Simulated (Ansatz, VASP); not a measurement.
Two plane-wave programs on Al

Contents of INCAR:

```
PREC = Accurate
ENCUT = 520
EDIFF = 1E-6
ISMEAR = -1
SIGMA = 0.1
LREAL = False
LASPH = True
NELM = 60
ALGO = Normal
ISIF = 2
LWAVE = False
LCHARG = False
GGA = CA
NBANDS = 10
```

Contents of KPOINTS:

```
regular mesh
0
Gamma
  18 18 12
```

File POSCAR:

```
Al
1.0
   -3.2095318398      2.8121162979      1.3342687679
    2.8121162979     -3.2095318398      1.3342687679
    2.3322137158      2.3322137158     -2.0621360609
Al
2
Direct
    0.9895142962      0.0104857038      0.0000000000
    0.7604857038      0.2395142962      0.5000000000
```

Input for Ansatz:

```yaml
crystal:
  lattice:
    - [-3.2095318398, 2.8121162979, 1.3342687679]
    - [2.8121162979, -3.2095318398, 1.3342687679]
    - [2.3322137158, 2.3322137158, -2.0621360609]
  atoms:
    - { symbol: Al, position: [0.9895142962, 0.0104857038, 0.0] }
    - { symbol: Al, position: [0.7604857038, 0.2395142962, 0.5] }
hamiltonian:
  xc: lda
  pseudopotentials:
    kind: paw
    azcp:
      Al: "pseudopotentials/Al.paw.azcp"
basis:
  ecutwfc: 420
  fft_grid_basis: typed
kpoints:
  mp_grid: { grid: [18, 18, 12], shift: [0, 0, 0] }
magnetization:
  spin_polarized: false
scf:
  occupations: { method: fermi_dirac, width: 0.1 }
  lower_state_search: "off"
output:
  stress: true
```

Alike in both runs: task single point; functional LDA; k mesh 18 × 18 × 12; occupations fermi-dirac, width 0.1 eV; no spin polarisation.

|  | VASP | Ansatz |
| --- | --- | --- |
| version | VASP 6.6.1 | Ansatz 0.2.0 |
| potentials or method | VASP PAW LDA potentials, release 64 (Al), cutoff 520 eV | plane waves (420 eV) with PAW, scalar-relativistic |
| valence electrons in the cell | 6 | 6 |

|  | VASP | Ansatz | Ansatz less VASP |
| --- | --- | --- | --- |
| pressure (GPa) | 3.4 | 3.3 | -0.10 |
| traceless stress, the component that is largest in VASP (GPa) | -0.08 | -0.07 | +0.003 |

Ansatz warns that its potentials were made for another functional, while VASP's fit it. LDA's correlation is that of Perdew and Zunger in VASP and of Perdew and Wang (1992) in Ansatz.
